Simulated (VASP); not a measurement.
# PbSe (Pnma) in VASP: single point with PBEsol

Aim: the single point of PbSe with PBEsol.

All numbers are computed with VASP 6.6.1; they aren't measurements. Logs are shortened: lines on timing, memory, paths and dates and some standing lists are left out, and cuts for length are marked.

**1. The cell of the first run**

It takes space group Pnma (No. 62, orthorhombic). Conventional cell: a = 11.938 Å, b = 4.323 Å, c = 4.602 Å, α = 90.00°, β = 90.00°, γ = 90.00°. Within 3.8 Å of Se (site symmetry m) lie 6 Pb at 2.85 to 3.59 Å and 2 Se at 3.68 Å. Within 3.8 Å of Pb (site symmetry m) lie 6 Se at 2.85 to 3.59 Å.

**2. Single point, PBEsol**

INCAR reads:

```
PREC = Accurate ; ENCUT = 520
EDIFF = 1E-6 ; ISMEAR = -1
SIGMA = 0.1 ; LREAL = F
LASPH = T ; NELM = 60
ALGO = Normal ; ISIF = 2
LWAVE = F ; LCHARG = F
GGA = PS ; NBANDS = 50
```

KPOINTS reads:

```
regular mesh
0
Gamma
  3 6 6
```

POSCAR reads:

```
PbSe
1.0
   11.9384020000      0.0000000000      0.0000000000
    0.0000000000      4.3234140000      0.0000000000
    0.0000000000      0.0000000000      4.6020110000
Se Pb
4 4
Direct
    0.1180000000      0.2500000000      0.1030000000
    0.3820000000      0.7500000000      0.6030000000
    0.6180000000      0.2500000000      0.3970000000
    0.8820000000      0.7500000000      0.8970000000
    0.8550000000      0.2500000000      0.4790000000
    0.6450000000      0.7500000000      0.9790000000
    0.3550000000      0.2500000000      0.0210000000
    0.1450000000      0.7500000000      0.5210000000
```

Potentials or basis: VASP PAW PBE potentials, release 64 (Se, Pb_d).

Run with:

```
cat potpaw_PBE.64/Se/POTCAR potpaw_PBE.64/Pb_d/POTCAR > POTCAR
mpirun -np 1 vasp_std > vasp.out
```

OUTCAR:

```text
PREC = Accurate
   ENCUT = 520
   EDIFF = 1E-6
   ISMEAR = -1
   LREAL = F
   LASPH = T
   NELM = 60
   ISIF = 2
   GGA = PS

 ion  position               nearest neighbor table
   1  0.118  0.250  0.103-   7 2.85   8 2.91   8 2.91   8 3.46   8 3.46
   2  0.382  0.750  0.603-   8 2.85   7 2.91   7 2.91   7 3.46   7 3.46
   3  0.618  0.250  0.397-   5 2.85   6 2.91   6 2.91   6 3.46   6 3.46
   4  0.882  0.750  0.897-   6 2.85   5 2.91   5 2.91   5 3.46   5 3.46
   5  0.855  0.250  0.479-   3 2.85   4 2.91   4 2.91   4 3.46   4 3.46   6 4.03   6 4.03   6 4.03
                             6 4.03   8 4.09   8 4.09
   6  0.645  0.750  0.979-   4 2.85   3 2.91   3 2.91   3 3.46   3 3.46   5 4.03   5 4.03   5 4.03
                             5 4.03   7 4.09   7 4.09
   7  0.355  0.250  0.021-   1 2.85   2 2.91   2 2.91   2 3.46   2 3.46   8 4.03   8 4.03   8 4.03
                             8 4.03   6 4.09   6 4.09
   8  0.145  0.750  0.521-   2 2.85   1 2.91   1 2.91   1 3.46   1 3.46   7 4.03   7 4.03   7 4.03
                             7 4.03   5 4.09   5 4.09

  LATTYP: Found a simple orthorhombic cell.
 ALAT       =     4.3234140000
 B/A-ratio  =     1.0644391215
 C/A-ratio  =     2.7613367584

  Lattice vectors:

 A1 = (   0.0000000000,   4.3234140000,   0.0000000000)
 A2 = (   0.0000000000,   0.0000000000,   4.6020110000)
 A3 = (  11.9384020000,   0.0000000000,   0.0000000000)

Analysis of symmetry for initial positions (statically):
=====================================================================
 Subroutine PRICEL returns:
 Original cell was already a primitive cell.

 Routine SETGRP: Setting up the symmetry group for a
 simple orthorhombic supercell.

 Subroutine GETGRP returns: Found  8 space group operations
 (whereof  2 operations were pure point group operations)
 out of a pool of  8 trial point group operations.

The static configuration has the point symmetry S_2 .
 The point group associated with its full space group is D_2h.

Analysis of symmetry for dynamics (positions and initial velocities):
=====================================================================
 Subroutine PRICEL returns:
 Original cell was already a primitive cell.

 Routine SETGRP: Setting up the symmetry group for a
 simple orthorhombic supercell.

 Subroutine GETGRP returns: Found  8 space group operations
 (whereof  2 operations were pure point group operations)
 out of a pool of  8 trial point group operations.

The dynamic configuration has the point symmetry S_2 .
 The point group associated with its full space group is D_2h.

 Subroutine INISYM returns: Found  8 space group operations
[... 112 lines left out ...]
   NSW    =      0    number of steps for IOM
   IBRION =     -1    ionic relax: 0-MD 1-quasi-New 2-CG
   NFREE  =      0    steps in history (QN), initial steepest desc. (CG)
   ISIF   =      2    stress and relaxation
   ISYM   =      2    0-nonsym 1-usesym 2-fastsym
   POTIM  = 0.5000    time-step for ionic-motion
   TEBEG  =    0.0;   TEEND  =   0.0 temperature during run
   PSTRESS=    0.0 pullay stress
   NELECT =      80.0000    total number of electrons
   NUPDOWN=      -1.0000    fix difference up-down
   EMIN   =  10.00;   EMAX   =-10.00  energy-range for DOS
   EFERMI =   0.00;   METHOD = LEGACY
   ISMEAR =    -1;   SIGMA  =   0.10  broadening in eV -4-tet -1-fermi 0-gaus
   EFERMI_NEDOS =   21; number of points for ismear=-14 and -15
   IALGO  =     38    algorithm
   IMIX   =      4    mixing-type and parameters
     AMIX     =   0.40;   BMIX     =  1.00
     AMIX_MAG =   1.60;   BMIX_MAG =  1.00
  volume/ion in A,a.u.               =      29.69       200.37
  Fermi-wavevector in a.u.,A,eV,Ry     =   1.139020  2.152435 17.651737  1.297366
  Thomas-Fermi vector in A             =   2.275724
   LORBIT       =      0    0 simple, 1 ext, 2 COOP (PROOUT), +10 PAW based schemes
   GGA     = PS    functional components
   LHFCALC =     F    Hartree Fock is set to
   AEXX    =    0.0000 exact exchange contribution
   IVDW    =     0    specifies the selected vdW correction
   LEPSILON=     F    determine dielectric tensor
   LRPA    =     F    only Hartree local field effects (RPA)
 non-spin polarized calculation
  energy-cutoff  :      520.00
  volume of cell :      237.53
 maximum number of plane-waves:      6434
 NGX is ok and might be reduce to    90
   NGX = 45   NGY = 17   NGZ = 17

 number of electron      80.0000011 magnetization

 Free energy of the ion-electron system (eV)
  ---------------------------------------------------
  ext. energy  EPLUGINS =         0.00000000
  ---------------------------------------------------
  free energy    TOTEN  =       -34.79929990 eV

  energy without entropy =      -34.79506847  energy(sigma->0) =      -34.79718418

 E-fermi :   4.6016     XC(G=0):  -9.5589

 val. band max:        4.2735359263   @ k =   0.0000   0.0000   0.5000
 cond. band min:       4.8203010729   @ k =   0.0000   0.5000   0.0000
 fundamental gap:      0.5467651466
 Fermi energy:         4.6015740389

 k-point     1 :       0.0000    0.0000    0.0000
  band No.  band energies     occupation
      1     -12.3029      2.00000
      2     -12.2921      2.00000
      3     -12.1967      2.00000
      4     -12.1965      2.00000
      5     -12.1950      2.00000
      6     -12.1941      2.00000
[... 1261 lines left out ...]
     49       9.0295      0.00000
     50       9.0405      0.00000

 [... further k-points ...]
[... 5 lines left out ...]
  --------------------------------------------------------------------------------------
  -------------------------------------------------------------------------------------
  Total        0.0903845     -0.5799564     -3.3827994      0.0000000     -0.0000000      0.0000000
  in kB        0.6096544     -3.9118775    -22.8173996      0.0000000     -0.0000000      0.0000000
  external PRESSURE =      -8.7065409 kB  Pullay stress =       0.0000000 kB

 VOLUME and BASIS-vectors are now :
 -----------------------------------------------------------------------------
  energy-cutoff  :      520.00
  volume of cell :      237.53
      direct lattice vectors                 reciprocal lattice vectors
    11.938402000  0.000000000  0.000000000     0.083763304  0.000000000  0.000000000
     0.000000000  4.323414000  0.000000000     0.000000000  0.231298691  0.000000000
     0.000000000  0.000000000  4.602011000     0.000000000  0.000000000  0.217296308

 POSITION                                       TOTAL-FORCE (eV/Angst)
 -----------------------------------------------------------------------------------
      1.40873      1.08085      0.47401         0.266334      0.000000     -0.176561
      4.56047      3.24256      2.77501        -0.266334      0.000000     -0.176561
      7.37793      1.08085      1.82700         0.266334     -0.000000      0.176561
     10.52967      3.24256      4.12800        -0.266334      0.000000      0.176561
     10.20733      1.08085      2.20436         0.230286      0.000000     -0.258100
      7.70027      3.24256      4.50537        -0.230286      0.000000     -0.258100
      4.23813      1.08085      0.09664         0.230286     -0.000000      0.258100
      1.73107      3.24256      2.39765        -0.230286     -0.000000      0.258100
 -----------------------------------------------------------------------------------
    total drift:                               -0.000000      0.000000      0.000000

  FREE ENERGIE OF THE ION-ELECTRON SYSTEM (eV)
  ---------------------------------------------------
  free  energy   TOTEN  =       -34.7992998980 eV

  energy  without entropy=      -34.7950684690  energy(sigma->0) =      -34.79718418
```

stdout:

```text
POSCAR found type information on POSCAR SePb
 POSCAR found :  2 types and       8 ions
 scaLAPACK will be used
 -----------------------------------------------------------------------------
|                                                                             |
|                                                                             |
|     You enforced a specific xc type in the INCAR file but a different       |
|     I HOPE YOU KNOW WHAT YOU ARE DOING!                                     |
|                                                                             |
 -----------------------------------------------------------------------------

 LDA part: xc-table for (Slater+PW92), standard interpolation
 POSCAR, INCAR and KPOINTS ok, starting setup
 FFT: planning ... GRIDC
 FFT: planning ... GRID_SOFT
 FFT: planning ... GRID
 WAVECAR not read
 entering main loop
```

Run time: 4 min. Hardware: 1 thread of Intel Xeon Platinum 8488C (Sapphire Rapids), shared host; peak memory 0.49 GiB.

Results:

- Free energy: -34.7993 eV
- Pressure: -0.9 GPa
- Largest force: 0.346 eV/Å
- Band gap on the k mesh: 0.55 eV, indirect (least direct gap 0.85 eV)

Forces in eV/Å, atoms in the order of the input:
```
Se   0.266  0.000 -0.177
Se  -0.266  0.000 -0.177
Se   0.266  0.000  0.177
Se  -0.266  0.000  0.177
Pb   0.230  0.000 -0.258
Pb  -0.230  0.000 -0.258
Pb   0.230  0.000  0.258
Pb  -0.230  0.000  0.258
```

Caveat: the PAW data sets were made with another functional, which shifts forces and pressure a little; spin-orbit coupling is left out, which moves the levels of the heavy elements.
